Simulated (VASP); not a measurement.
# BaTe (Fm-3m) in VASP: further runs

BaTe is run at these levels: PBE; tasks: single point.

All numbers are computed with VASP 6.6.1; they aren't measurements. Logs are shortened: lines on timing, memory, paths and dates and some standing lists are left out, and cuts for length are marked.

### Step 1. The cell of the first run

The structure is cubic, space group Fm-3m (No. 225). Conventional cell: a = 6.681 Å, b = 6.681 Å, c = 6.681 Å, α = 90.00°, β = 90.00°, γ = 90.00°. Within 4.4 Å of Ba (site symmetry m-3m) lie 6 Te at 3.34 Å. Within 4.4 Å of Te (site symmetry m-3m) lie 6 Ba at 3.34 Å.

### Step 2. Single point, PBE

The input, INCAR:

```
  PREC = Accurate
  ENCUT = 500
  EDIFF = 1E-6
  ISMEAR = 0
  SIGMA = 0.01
  LREAL = F
  LASPH = T
  NELM = 120
  ALGO = Normal
  ISIF = 2
  LWAVE = F
  LCHARG = F
  GGA = PE
  NBANDS = 15
  GGA_COMPAT = F
```

The input, KPOINTS:

```
regular mesh
0
Gamma
  4 4 4
```

The input, POSCAR:

```
BaTe
1.0
    0.0000000000      3.3403886307      3.3403886307
    3.3403886307      0.0000000000      3.3403886307
    3.3403886307      3.3403886307      0.0000000000
Ba Te
1 1
Direct
    0.0000000000      0.0000000000      0.0000000000
    0.5000000000      0.5000000000      0.5000000000
```

Potentials or basis: VASP PAW PBE potentials, release 64 (Ba_sv, Te).

On the command line:

```sh
cat potpaw_PBE.64/Ba_sv/POTCAR potpaw_PBE.64/Te/POTCAR > POTCAR
mpirun -np 1 vasp_std > vasp.out
```

OUTCAR:

```text
PREC = Accurate
   ENCUT = 500
   EDIFF = 1E-6
   ISMEAR = 0
   LREAL = F
   LASPH = T
   NELM = 120
   ISIF = 2
   GGA = PE

 ion  position               nearest neighbor table
   1  0.000  0.000  0.000-   2 3.34   2 3.34   2 3.34   2 3.34   2 3.34   2 3.34
   2  0.500  0.500  0.500-   1 3.34   1 3.34   1 3.34   1 3.34   1 3.34   1 3.34

  LATTYP: Found a face centered cubic cell.
 ALAT       =     6.6807772614

  Lattice vectors:

 A1 = (   0.0000000000,   3.3403886307,   3.3403886307)
 A2 = (   3.3403886307,   0.0000000000,   3.3403886307)
 A3 = (   3.3403886307,   3.3403886307,   0.0000000000)

Analysis of symmetry for initial positions (statically):
=====================================================================
 Subroutine PRICEL returns:
 Original cell was already a primitive cell.

 Routine SETGRP: Setting up the symmetry group for a
 face centered cubic supercell.

 Subroutine GETGRP returns: Found 48 space group operations
 (whereof 48 operations were pure point group operations)
 out of a pool of 48 trial point group operations.

The static configuration has the point symmetry O_h .

Analysis of symmetry for dynamics (positions and initial velocities):
=====================================================================
 Subroutine PRICEL returns:
 Original cell was already a primitive cell.

 Routine SETGRP: Setting up the symmetry group for a
 face centered cubic supercell.

 Subroutine GETGRP returns: Found 48 space group operations
 (whereof 48 operations were pure point group operations)
 out of a pool of 48 trial point group operations.

The dynamic configuration has the point symmetry O_h .

 Subroutine INISYM returns: Found 48 space group operations
 (whereof 48 operations are pure point group operations),
 and found     1 'primitive' translations

----------------------------------------------------------------------------------------

                                     Primitive cell

  volume of cell :      74.5454

  direct lattice vectors                    reciprocal lattice vectors
     0.000000000  3.340388631  3.340388631    -0.149683182  0.149683182  0.149683182
     3.340388631  0.000000000  3.340388631     0.149683182 -0.149683182  0.149683182
     3.340388631  3.340388631  0.000000000     0.149683182  0.149683182 -0.149683182

  length of vectors
     4.724022905  4.724022905  4.724022905     0.259258877  0.259258877  0.259258877
[... 72 lines left out ...]
   POTIM  = 0.5000    time-step for ionic-motion
   TEBEG  =    0.0;   TEEND  =   0.0 temperature during run
   PSTRESS=    0.0 pullay stress
   NELECT =      16.0000    total number of electrons
   NUPDOWN=      -1.0000    fix difference up-down
   EMIN   =  10.00;   EMAX   =-10.00  energy-range for DOS
   EFERMI =   0.00;   METHOD = LEGACY
   ISMEAR =     0;   SIGMA  =   0.01  broadening in eV -4-tet -1-fermi 0-gaus
   EFERMI_NEDOS =   21; number of points for ismear=-14 and -15
   IALGO  =     38    algorithm
   IMIX   =      4    mixing-type and parameters
     AMIX     =   0.40;   BMIX     =  1.00
     AMIX_MAG =   1.60;   BMIX_MAG =  1.00
  volume/ion in A,a.u.               =      37.27       251.53
  Fermi-wavevector in a.u.,A,eV,Ry     =   0.980184  1.852280 13.071956  0.960762
  Thomas-Fermi vector in A             =   2.111095
   LORBIT       =      0    0 simple, 1 ext, 2 COOP (PROOUT), +10 PAW based schemes
   GGA     = PE    functional components
   LHFCALC =     F    Hartree Fock is set to
   AEXX    =    0.0000 exact exchange contribution
   IVDW    =     0    specifies the selected vdW correction
   LEPSILON=     F    determine dielectric tensor
   LRPA    =     F    only Hartree local field effects (RPA)
 non-spin polarized calculation
 Gauss-broadening in eV      SIGMA  =   0.01
  energy-cutoff  :      500.00
  volume of cell :       74.55
 maximum number of plane-waves:      1924
 NGX is ok and might be reduce to    36
   NGX = 17   NGY = 17   NGZ = 17

 number of electron      16.0000000 magnetization

 Free energy of the ion-electron system (eV)
  ---------------------------------------------------
  ext. energy  EPLUGINS =         0.00000000
  ---------------------------------------------------
  free energy    TOTEN  =        -8.32460193 eV

  energy without entropy =       -8.32460193  energy(sigma->0) =       -8.32460193

 E-fermi :   3.3929     XC(G=0):  -8.8191

 val. band max:        3.2562600610   @ k =   0.0000   0.0000   0.0000
 cond. band min:       4.3968040831   @ k =   0.5000   0.5000   0.0000
 fundamental gap:      1.1405440221
 Fermi energy:         3.3928935879

 k-point     1 :       0.0000    0.0000    0.0000
  band No.  band energies     occupation
      1     -23.4625      2.00000
      2      -8.6504      2.00000
      3      -8.6504      2.00000
      4      -8.6504      2.00000
      5      -6.6287      2.00000
      6       3.2563      2.00000
      7       3.2563      2.00000
      8       3.2563      2.00000
      9       6.0344      0.00000
     10       6.0344      0.00000
     11       6.0344      0.00000
     12       6.7478      0.00000
     13       6.8137      0.00000
     14       6.8137      0.00000
[... 113 lines left out ...]
      2      -8.9561      2.00000
      3      -8.9099      2.00000
      4      -8.9099      2.00000
      5      -5.9936      2.00000
      6       1.6868      2.00000
      7       2.2372      2.00000
      8       2.2372      2.00000
      9       6.7678      0.00000
     10       6.7678      0.00000
     11       8.4832      0.00000
     12       8.9472      0.00000
     13       9.4658      0.00000
     14      12.3540      0.00000
     15      12.5503      0.00000

------------------------ aborting loop because EDIFF is reached ----------------------------------------

  FORCE on cell =-STRESS in cart. coord.  units (eV):
  Direction    XX          YY          ZZ          XY          YZ          ZX
  --------------------------------------------------------------------------------------
  -------------------------------------------------------------------------------------
  Total        3.5356245      3.5356245      3.5356245      0.0000000     -0.0000000      0.0000000
  in kB       75.9898759     75.9898759     75.9898759      0.0000000     -0.0000000      0.0000000
  external PRESSURE =      75.9898759 kB  Pullay stress =       0.0000000 kB

 VOLUME and BASIS-vectors are now :
 -----------------------------------------------------------------------------
  energy-cutoff  :      500.00
  volume of cell :       74.55
      direct lattice vectors                 reciprocal lattice vectors
     0.000000000  3.340388631  3.340388631    -0.149683182  0.149683182  0.149683182
     3.340388631  0.000000000  3.340388631     0.149683182 -0.149683182  0.149683182
     3.340388631  3.340388631  0.000000000     0.149683182  0.149683182 -0.149683182

 POSITION                                       TOTAL-FORCE (eV/Angst)
 -----------------------------------------------------------------------------------
      0.00000      0.00000      0.00000         0.000000      0.000000      0.000000
      3.34039      3.34039      3.34039         0.000000      0.000000     -0.000000
 -----------------------------------------------------------------------------------
    total drift:                                0.000000      0.000000      0.000000

  FREE ENERGIE OF THE ION-ELECTRON SYSTEM (eV)
  ---------------------------------------------------
  free  energy   TOTEN  =        -8.3246019309 eV

  energy  without entropy=       -8.3246019309  energy(sigma->0) =       -8.32460193
```

OSZICAR:

```text
N       E                     dE             d eps       ncg     rms          rms(c)
DAV:   1     0.784107583299E+02    0.78411E+02   -0.64904E+03   240   0.884E+02
DAV:   2    -0.394340713411E+01   -0.82354E+02   -0.74266E+02   339   0.155E+02
DAV:   3    -0.830162567790E+01   -0.43582E+01   -0.43371E+01   303   0.378E+01
DAV:   4    -0.840948281150E+01   -0.10786E+00   -0.10783E+00   336   0.624E+00
DAV:   5    -0.841162916473E+01   -0.21464E-02   -0.21463E-02   320   0.722E-01    0.465E+00
DAV:   6    -0.832185012025E+01    0.89779E-01   -0.94609E-02   282   0.162E+00    0.305E+00
DAV:   7    -0.832114301795E+01    0.70710E-03   -0.97734E-02   296   0.185E+00    0.764E-01
DAV:   8    -0.832402721128E+01   -0.28842E-02   -0.10620E-02   261   0.670E-01    0.215E-01
DAV:   9    -0.832442603353E+01   -0.39882E-03   -0.47652E-04   317   0.159E-01    0.543E-02
DAV:  10    -0.832457503003E+01   -0.14900E-03   -0.10631E-04   261   0.694E-02    0.180E-02
DAV:  11    -0.832460285270E+01   -0.27823E-04   -0.47408E-05   289   0.417E-02    0.181E-02
DAV:  12    -0.832460181107E+01    0.10416E-05   -0.37335E-06   282   0.133E-02    0.309E-03
DAV:  13    -0.832460193091E+01   -0.11985E-06   -0.21342E-07   190   0.259E-03
   1 F= -.83246019E+01 E0= -.83246019E+01  d E =-.221371E-84
```

stdout:

```text
POSCAR found type information on POSCAR BaTe
 POSCAR found :  2 types and       2 ions
 scaLAPACK will be used
 LDA part: xc-table for (Slater+PW92), standard interpolation
 POSCAR, INCAR and KPOINTS ok, starting setup
 FFT: planning ... GRIDC
 FFT: planning ... GRID_SOFT
 FFT: planning ... GRID
 WAVECAR not read
 entering main loop
```

Wall time 12 s (1 thread of Intel Xeon Platinum 8488C (Sapphire Rapids), shared host); peak memory 0.2 GiB.

What came out:

* Free energy: -8.3246 eV
* Pressure: 7.6 GPa
* Band gap on the k mesh: 1.14 eV (least direct gap 1.51 eV)

Levels at points of the mesh, in eV from the valence-band top:
| k point | band 4 | band 5 | band 6 | band 7 | band 8 | band 9 | band 10 | band 11 | band 12 | band 13 |
| --- | --- | --- | --- | --- | --- | --- | --- | --- | --- | --- |
| (0.00, 0.00, 0.00) | -11.91 | -9.88 | 0.00 | 0.00 | 0.00 | 2.78 | 2.78 | 2.78 | 3.49 | 3.56 |
| (0.50, 0.00, 0.00) | -11.92 | -8.66 | -2.66 | -1.46 | -1.46 | 4.36 | 5.07 | 5.14 | 5.14 | 7.27 |
| (0.50, 0.50, 0.00) | -12.05 | -9.64 | -1.15 | -0.37 | -0.37 | 1.14 | 4.62 | 5.28 | 6.19 | 6.19 |

Caveat: the cell stands under pressure; spin-orbit coupling is left out, which moves the levels of the heavy elements. A k mesh can miss the band edges.

### Step 3. Single point, PBE

This run uses another cell than the first one, of 38.07 Å³/atom.

The input, INCAR:

```
PREC = Accurate
ENCUT = 500
EDIFF = 1E-6
ISMEAR = 0
SIGMA = 0.01
LREAL = False
LASPH = True
NELM = 120
ALGO = Normal
ISIF = 2
LWAVE = False
LCHARG = False
GGA = PE
NBANDS = 15
GGA_COMPAT = False
```

KPOINTS is that of step 2.

The input, POSCAR:

```
BaTe
1.0
    0.0000000000      3.3639132694      3.3639132694
    3.3639132694      0.0000000000      3.3639132694
    3.3639132694      3.3639132694      0.0000000000
Ba Te
1 1
Direct
    0.0000000000      0.0000000000      0.0000000000
    0.5000000000      0.5000000000      0.5000000000
```

Potentials or basis: VASP PAW PBE potentials, release 64 (Ba_sv, Te).

On the command line:

```sh
cat potpaw_PBE.64/Ba_sv/POTCAR potpaw_PBE.64/Te/POTCAR > POTCAR
mpirun -np 1 vasp_std > vasp.out
```

Wall time 15 s (1 thread of Intel Xeon Platinum 8488C (Sapphire Rapids), shared host); peak memory 0.2 GiB.

Results (log left out):

- Free energy: -8.3939 eV
- Pressure: 6.4 GPa
- Band gap on the k mesh: 1.20 eV (least direct gap 1.58 eV)

Levels at points of the mesh, in eV from the valence-band top:
```tsv
k point	band 4	band 5	band 6	band 7	band 8	band 9	band 10	band 11	band 12	band 13
(0.00, 0.00, 0.00)	-11.94	-9.83	0.00	0.00	0.00	2.81	2.81	2.81	3.40	3.56
(0.50, 0.00, 0.00)	-11.96	-8.69	-2.59	-1.40	-1.40	4.34	5.02	5.11	5.11	7.23
(0.50, 0.50, 0.00)	-12.08	-9.59	-1.15	-0.37	-0.37	1.20	4.60	5.18	6.13	6.13
```

Caveat: the cell stands under pressure; spin-orbit coupling is left out, which moves the levels of the heavy elements.

[end of part 1 of 2]
